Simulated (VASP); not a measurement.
ZnO:

```
CELL_PARAMETERS angstrom
0.00000 2.11947 2.11947
2.11947 0.00000 2.11947
2.11947 2.11947 0.00000
ATOMIC_POSITIONS crystal
Zn 0.00000 0.00000 0.00000
O 0.50000 0.50000 0.50000
```

```yaml
Program: VASP 6.6.1
Task: relaxation of cell and atoms
Functional: PBE
Potentials_or_basis: VASP PAW PBE potentials, release 64 (Zn, O)
Cutoff: 600 eV
k_mesh: 8 × 8 × 8
Occupations: gaussian, width 0.1 eV
Spin: no spin polarisation
```

At the start: pressure 13.2 GPa; volume 9.52 Å³/atom.

Question: Where does the relaxation end?

Answer: Over 3 steps the energy falls by 26.2 meV/atom and the volume is 10.20 Å³/atom (+7.1 %); space group Fm-3m (No. 225, to 0.1 Å) before and after.

Step by step:
| step | energy change (eV) | largest force (eV/Å) | pressure (GPa) | volume (Å³) |
| --- | --- | --- | --- | --- |
| 1 | 0.0000 | 0.0000 | 13.17 | 19.04 |
| 2 | -0.0340 | 0.0000 | -6.35 | 21.28 |
| 3 | -0.0524 | 0.0000 | 0.01 | 20.40 |

Final structure:
```yaml
crystal:
  lattice:
    - [0.00000, 2.16859, 2.16859]
    - [2.16859, 0.00000, 2.16859]
    - [2.16859, 2.16859, 0.00000]
  atoms:
    - { symbol: Zn, position: [0.00000, 0.00000, 0.00000] }
    - { symbol: O, position: [0.50000, 0.50000, 0.50000] }
```
